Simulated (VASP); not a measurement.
# LiH in VASP: a series of runs

Runs on LiH. Level: PBE. Tasks: G0W0 quasiparticle levels.

Everything below comes from runs of VASP 6.6.1. Logs are shortened: lines on timing, memory, paths and dates and some standing lists are left out, and cuts for length are marked.

**1. The cell of the first run**

Symmetry: I4/mmm, No. 139, tetragonal system. Conventional cell: a = 2.826 Å, b = 2.826 Å, c = 4.138 Å, α = 90.00°, β = 90.00°, γ = 90.00°. Within 2.6 Å of Li (site symmetry 4/mmm) lie 6 H at 2.00 to 2.07 Å. H (site symmetry 4/mmm) has 6 Li at 2.00 to 2.07 Å within 2.6 Å.

**2. G0W0 quasiparticle levels, PBE**

POSCAR

```
LiH
1.0
    0.0000000000      1.9984726927      2.0692186260
    1.9984726927      0.0000000000      2.0692186260
    1.9984726927      1.9984726927      0.0000000000
Li H
1 1
Direct
    0.0000000000      0.0000000000      0.0000000000
    0.5000000000      0.5000000000      0.5000000000
```

INCAR.step1

```
  PREC = Accurate
  ENCUT = 500
  EDIFF = 1E-8
  ISMEAR = 0
  SIGMA = 0.01
  LREAL = False
  LASPH = True
  NELM = 100
  ALGO = Normal
  LWAVE = True
  LCHARG = False
  GGA = PE
```

INCAR.step2

```
  PREC = Accurate
  ENCUT = 500
  EDIFF = 1E-8
  ISMEAR = 0
  SIGMA = 0.01
  LREAL = False
  LASPH = True
  NELM = 1
  ALGO = Exact
  LWAVE = True
  LCHARG = False
  GGA = PE
  NBANDS = 69
  LOPTICS = True
  ISTART = 1
```

INCAR.step3

```
  PREC = Accurate
  ENCUT = 500
  EDIFF = 1E-8
  ISMEAR = 0
  SIGMA = 0.01
  LREAL = False
  LASPH = True
  ALGO = EVGW0
  LWAVE = False
  LCHARG = False
  GGA = PE
  NELMGW = 1
  NBANDS = 69
  ENCUTGW = 150.0
  NOMEGA = 96
  PRECFOCK = Fast
  ISTART = 1
  NBANDSGW = 9
  OMEGAMAX = 20
```

KPOINTS

```
Automatic mesh
0
Gamma
  6 6 6
```

Potentials or basis: VASP PAW PBE potentials, release 64 (Li_GW, H_GW).

Started as:

```
cat potpaw_PBE.64/Li_GW/POTCAR potpaw_PBE.64/H_GW/POTCAR > POTCAR
cp INCAR.step1 INCAR
mpirun -np 1 vasp_std > vasp.out
cp INCAR.step2 INCAR
mpirun -np 1 vasp_std > vasp.out
cp INCAR.step3 INCAR
mpirun -np 1 vasp_std > vasp.out
```

OUTCAR:

```text
PREC = Accurate
   ENCUT = 500
   EDIFF = 1E-8
   ISMEAR = 0
   LREAL = False
   LASPH = True
   GGA = PE
   NELMGW = 1
   ENCUTGW = 150.0
   PRECFOCK = Fast
   ISTART = 1

 ion  position               nearest neighbor table
   1  0.000  0.000  0.000-   2 2.00   2 2.00   2 2.00   2 2.00   2 2.07   2 2.07
   2  0.500  0.500  0.500-   1 2.00   1 2.00   1 2.00   1 2.00   1 2.07   1 2.07

  LATTYP: Found a body centered tetragonal cell.
 ALAT       =     2.8262671860
 C/A-ratio  =     1.4642767225

  Lattice vectors:

 A1 = (  -1.9984726927,   0.0000000000,   2.0692186260)
 A2 = (   1.9984726927,   0.0000000000,   2.0692186260)
 A3 = (   0.0000000000,   1.9984726927,  -2.0692186260)

Analysis of symmetry for initial positions (statically):
=====================================================================
 Subroutine PRICEL returns:
 Original cell was already a primitive cell.

 Routine SETGRP: Setting up the symmetry group for a
 body centered tetragonal supercell.

 Subroutine GETGRP returns: Found 16 space group operations
 (whereof 16 operations were pure point group operations)
 out of a pool of 16 trial point group operations.

The static configuration has the point symmetry D_4h.

Analysis of symmetry for dynamics (positions and initial velocities):
=====================================================================
 Subroutine PRICEL returns:
 Original cell was already a primitive cell.

 Routine SETGRP: Setting up the symmetry group for a
 body centered tetragonal supercell.

 Subroutine GETGRP returns: Found 16 space group operations
 (whereof 16 operations were pure point group operations)
 out of a pool of 16 trial point group operations.

The dynamic configuration has the point symmetry D_4h.

 Subroutine INISYM returns: Found 16 space group operations
 (whereof 16 operations are pure point group operations),
 and found     1 'primitive' translations

----------------------------------------------------------------------------------------

                                     Primitive cell

  volume of cell :      16.5285

  direct lattice vectors                    reciprocal lattice vectors
     0.000000000  1.998472693  2.069218626    -0.250191059  0.250191059  0.241637106
     1.998472693  0.000000000  2.069218626     0.250191059 -0.250191059  0.241637106
     1.998472693  1.998472693  0.000000000     0.250191059  0.250191059 -0.241637106

  length of vectors
     2.876727103  2.876727103  2.826267186     0.428461927  0.428461927  0.428461927

  position of ions in fractional coordinates (direct lattice)
     0.000000000  0.000000000  0.000000000
     0.500000000  0.500000000  0.500000000

  ion indices of the primitive-cell ions
   primitive index   ion index
                 1           1
                 2           2

----------------------------------------------------------------------------------------

 KPOINTS: Automatic mesh

Automatic generation of k-mesh.
 Grid dimensions read from file:
 generate k-points for:    6    6    6

 Generating k-lattice:

  Cartesian coordinates                     Fractional coordinates (reciprocal lattice)
    -0.041698510  0.041698510  0.040272851     0.166666667  0.000000000  0.000000000
     0.041698510 -0.041698510  0.040272851     0.000000000  0.166666667  0.000000000
     0.041698510  0.041698510 -0.040272851     0.000000000  0.000000000  0.166666667

  Length of vectors
     0.071410321  0.071410321  0.071410321

  Shift w.r.t. Gamma in fractional coordinates (k-lattice)
     0.000000000  0.000000000  0.000000000

 Subroutine IBZKPT returns following result:
 ===========================================

 Found     30 irreducible k-points:

 Following reciprocal coordinates:
            Coordinates               Weight
  0.000000  0.000000  0.000000      1.000000
  0.166667  0.000000  0.000000      8.000000
  0.333333  0.000000  0.000000      8.000000
  0.500000  0.000000  0.000000      4.000000
  0.166667  0.166667  0.000000      2.000000
  0.333333  0.166667  0.000000      8.000000
[... 16 lines left out ...]
  0.333333  0.000000  0.333333      4.000000
  0.500000  0.000000  0.333333     16.000000
 [... further k-points ...]
   k-points           NKPTS =     30   k-points in BZ     NKDIM =    216   number of bands    NBANDS=     69
   number of dos      NEDOS =    301   number of ions     NIONS =      2
   total plane-waves  NPLWV =  13824
   dimension x,y,z NGX =    24 NGY =   24 NGZ =   24
   dimension x,y,z NGXF=    48 NGYF=   48 NGZF=   48
   ions per type =               1   1
   NGX,Y,Z   is equivalent  to a cutoff of  13.87, 13.87, 14.12 a.u.
   NGXF,Y,Z  is equivalent  to a cutoff of  27.74, 27.74, 28.23 a.u.
 SYSTEM =  unknown system
   PREC   = accura    normal or accurate (medium, high low for compatibility)
   ISTART =      1    job   : 0-new  1-cont  2-samecut
   ICHARG =      0    charge: 1-file 2-atom 10-const
   ISPIN  =      1    spin polarized calculation?
   LNONCOLLINEAR =      F non collinear calculations
   LSORBIT =      F    spin-orbit coupling
   LASPH  =      T    aspherical Exc in radial PAW
   ENCUT  =  500.0 eV  36.75 Ry    6.06 a.u.   5.24  5.24  5.15*2*pi/ulx,y,z
   NELM   =     60;   NELMIN=  2; NELMDL=  0     # of ELM steps
   EDIFF  = 0.1E-07   stopping-criterion for ELM
   LREAL  =      F    real-space projection
   EDIFFG = 0.1E-06   stopping-criterion for IOM
   NSW    =      0    number of steps for IOM
   IBRION =     -1    ionic relax: 0-MD 1-quasi-New 2-CG
   NFREE  =      0    steps in history (QN), initial steepest desc. (CG)
   ISIF   =      0    stress and relaxation
   ISYM   =      3    0-nonsym 1-usesym 2-fastsym
   POTIM  = 0.5000    time-step for ionic-motion
   TEBEG  =    0.0;   TEEND  =   0.0 temperature during run
   PSTRESS=    0.0 pullay stress
   NELECT =       2.0000    total number of electrons
   NUPDOWN=      -1.0000    fix difference up-down
   EMIN   =  10.00;   EMAX   =-10.00  energy-range for DOS
   EFERMI =   0.00;   METHOD = LEGACY
   ISMEAR =     0;   SIGMA  =   0.01  broadening in eV -4-tet -1-fermi 0-gaus
   EFERMI_NEDOS =   21; number of points for ismear=-14 and -15
   IALGO  =     38    algorithm
   IMIX   =      4    mixing-type and parameters
     AMIX     =   0.40;   BMIX     =  1.00
     AMIX_MAG =   1.60;   BMIX_MAG =  1.00
  volume/ion in A,a.u.               =       8.26        55.77
  Fermi-wavevector in a.u.,A,eV,Ry     =   0.809731  1.530169  8.920846  0.655664
  Thomas-Fermi vector in A             =   1.918776
   LORBIT       =      0    0 simple, 1 ext, 2 COOP (PROOUT), +10 PAW based schemes
   GGA     = PE    functional components
   LHFCALC =     T    Hartree Fock is set to
   PRECFOCK=fast      Normal, Fast or Accurate (Low or Medium for compatibility)
   ENCUT4O =  -1.0   cutoff for four orbital integrals eV
   NKREDX  =     1    reduce k-point grid by
   NKREDY  =     1    reduce k-point grid by
   NKREDZ  =     1    reduce k-point grid by
   AEXX    =    1.0000 exact exchange contribution
   HFSCREEN=    0.0000 screening length (either q_TF or 0.3 A-1)
   HFSCREENC=   0.0000 screening length for correlation (either q_TF or 0.3 A-1)
   ENCUTFOCK=  -1.0 apply spherical cutoff to Coloumb kernel
   IVDW    =     0    specifies the selected vdW correction
   LEPSILON=     F    determine dielectric tensor
   LRPA    =     F    only Hartree local field effects (RPA)
   LRPAFORCE           =     F    calculate RPA forces
   ENCUTGW             = 150.0    cutoff for response function in eV
   ENCUTGWSOFT         = 120.0    soft cutoff for Coulomb kernel in GW response function in eV
   ENCUTLF             =  -1.0    cutoff for local field effects
   NELMGW              =     1    number of iterations in solving QP/BSE equation
   NELMHF              =     1    number of iterations in the inner HF iteration
   NKREDLFX            =     1    NKREDLFY  =   1   NKREDLFZ  =   1
 non-spin polarized calculation
 Gauss-broadening in eV      SIGMA  =   0.01
  energy-cutoff  :      500.00
  volume of cell :       16.53
 maximum number of plane-waves:       435
 NGX is ok and might be reduce to    24
  NGX = 12; NGY = 12; NGZ = 12
   NGX = 11   NGY = 11   NGZ = 11
 maximum number of plane-waves:        74

 QP shifts <psi_nk| G(iteration)W_0 |psi_nk>: iteration 1
 for sc-GW calculations column KS-energies equals QP-energies in previous step
 and V_xc(KS)=  KS-energies - (<T + V_ion + V_H > + <T+V_H+V_ion>^1  + <V_x>^1)

 k-point   1 :       0.0000    0.0000    0.0000
  band No.  KS-energies  QP-energies   sigma(KS)   V_xc(KS)     V^pw_x(r,r')   Z            occupation Imag(sigma)

      1      -8.0676      -9.5363     -11.4873      -9.2776     -15.0763       0.6647       2.0000       0.1921
      2      13.0214      13.5561     -10.4019     -11.2040      -4.1470       0.6666       0.0000      -0.8628
      3      14.8393      15.8443      -6.5940      -7.9523      -1.4123       0.7399       0.0000      -0.5352
      4      14.8393      15.8443      -6.5940      -7.9523      -1.4123       0.7399       0.0000      -0.5352
      5      15.1234      16.1139      -6.4194      -7.7540      -1.2456       0.7422       0.0000      -0.5285
      6      19.4844      19.8990      -6.8417      -7.2459      -1.1142       1.0260       0.0000      -2.2433
      7      19.6830      20.1463      -6.7024      -7.1546      -1.0706       1.0244       0.0000      -2.1979
      8      19.6830      20.1463      -6.7024      -7.1546      -1.0706       1.0244       0.0000      -2.1979
      9      21.2375      21.8273      -5.9656      -6.6866      -0.8035       0.8179       0.0000      -1.8067

 k-point   2 :       0.1667    0.0000    0.0000
  band No.  KS-energies  QP-energies   sigma(KS)   V_xc(KS)     V^pw_x(r,r')   Z            occupation Imag(sigma)

      1      -7.5813      -9.0501     -11.5100      -9.3400     -14.8597       0.6769       2.0000       0.1578
      2       9.5831      10.2102      -7.9410      -8.7969      -2.8999       0.7327       0.0000      -0.3538
      3      13.0231      13.6169      -8.6090      -9.4382      -2.7965       0.7161       0.0000      -0.8098
      4      14.1049      14.9577      -6.5885      -7.7334      -1.3715       0.7449       0.0000      -0.5878
      5      14.1744      15.0678      -6.5817      -7.7750      -1.3869       0.7487       0.0000      -0.5769
      6      19.4469      20.1315      -6.3545      -7.1908      -0.9209       0.8185       0.0000      -1.5699
      7      20.4302      21.3883      -6.7038      -7.7801      -1.2712       0.8902       0.0000      -1.8883
      8      21.1918      22.0780      -6.4029      -7.4035      -0.9989       0.8856       0.0000      -1.9604
      9      22.4174      23.4241      -6.6811      -7.8312      -1.3668       0.8753       0.0000      -2.2296
[... 274 lines left out ...]
 k-point  24 :       0.5000    0.0000    0.3333
  band No.  KS-energies  QP-energies   sigma(KS)   V_xc(KS)     V^pw_x(r,r')   Z            occupation Imag(sigma)

      1      -3.7039      -5.0136     -12.1341     -10.3736     -13.8592       0.7440       2.0000       0.0507
      2       2.1336       2.7203      -7.3596      -8.1160      -3.8285       0.7755       0.0000      -0.0691
      3       5.9553       6.5875      -6.7408      -7.5900      -2.4070       0.7445       0.0000      -0.1231
      4       8.5520       9.3418      -6.5838      -7.6450      -1.9604       0.7443       0.0000      -0.2146
      5      13.2684      13.6299      -7.1612      -7.6546      -1.5778       0.7326       0.0000      -0.8262
      6      15.4989      16.0055      -6.9733      -7.6537      -1.3757       0.7446       0.0000      -1.0932
      7      26.1251      27.7447      -6.4194      -8.2761      -1.2449       0.8723       0.0000      -2.1244
      8      28.3430      30.2542      -6.9761      -9.0542      -1.6396       0.9197       0.0000      -2.6535
      9      30.0903      31.8651      -5.8157      -7.7697      -0.7156       0.9083       0.0000      -2.3152

 [... further k-points ...]
```

Wall time 2.9 min (1 thread of AMD EPYC 9R45 (Zen 5), shared host); peak memory 0.3 GiB.

Results:

| Quantity | Value |
| --- | --- |
| Quasiparticle gap | 4.54 eV |
| Least direct quasiparticle gap | 4.82 eV |
| Band gap of the starting levels on the mesh | 2.62 eV |
| Least direct gap of the starting levels on the mesh | 2.88 eV |

Caveat: the k points lie up to 0.45 Å⁻¹ apart; bands, screening cutoff and mesh are small and nothing is extrapolated, so the quasiparticle values aren't converged.

[end of part 1 of 2]
